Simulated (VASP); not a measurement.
Write the native input for VASP 6.6.1 that does the following.

```yaml
Task: relaxation of cell and atoms
Functional: PBE
Potentials_or_basis: VASP PAW PBE potentials, release 64 (Eu)
Cutoff: 600 eV
k_mesh: 13 × 13 × 13
Occupations: fermi-dirac, width 0.1 eV
Spin: collinear spin, ferromagnetic start
Starting_moments: "[7.0] μB"
Target_pressure: 2.2 GPa
Dipole_correction: no
Further_INCAR_settings: ALGO = Normal; EDIFF = 1e-06; IBRION = 2; EDIFFG = -0.005; NSW = 32; ISIF = 3
```

The structure of Eu lies in POSCAR:

```
Eu
1.0
   -2.1026287045      2.1026287045      2.1026287045
    2.1026287045     -2.1026287045      2.1026287045
    2.1026287045      2.1026287045     -2.1026287045
Eu
1
Direct
    0.0000000000      0.0000000000      0.0000000000
```

One way to write it, as run:

INCAR

```
SYSTEM = Eu
ALGO = Normal
EDIFF = 1E-6
EDIFFG = -0.005
ENCUT = 600
GGA = PE
IBRION = 2
ISIF = 3
ISMEAR = -1
ISPIN = 2
LASPH = .True.
LCHARG = .False.
LMAXMIX = 6
LORBIT = 11
LREAL = .False.
LWAVE = .False.
MAGMOM = 7
NELM = 150
NSW = 32
PREC = Accurate
PSTRESS = 22.0
SIGMA = 0.1
```

KPOINTS

```
k-points
0
Gamma
  13 13 13
  0 0 0
```

Potentials or basis: VASP PAW PBE potentials, release 64 (Eu).

The run is started by

```console
$ cat potpaw_PBE.64/Eu/POTCAR > POTCAR
$ mpirun -np 1 vasp_std > vasp.out
```

It gave:

```json
{"Relaxed volume": "36.79 Å³/atom", "Relaxed cell": "a = 3.629 Å, b = 3.629 Å, c = 3.629 Å, α = 109.47°, β = 109.47°, γ = 109.47°", "Space group after relaxing (to 0.1 Å)": "Im-3m (No. 229)", "Energy change on relaxing (the run minimises the enthalpy)": "+5.3 meV/atom", "Ionic steps": "4", "Pressure after relaxing": "2.2 GPa", "Net moment": "7.21 μB per cell", "Site moments": "Eu +6.64 μB", "Valence electrons inside the program's atomic spheres": "Eu 14.75"}
```

Caveat: the cell is relaxed towards a set pressure, so the run minimises the enthalpy, not the energy; semilocal functionals describe open f shells poorly, which spoils levels, moments and volumes.

Run time: 4.8 min on 1 thread of Intel(R) Xeon(R) 6975P-C (Granite Rapids) (shared host), peak memory 0.28 GiB.
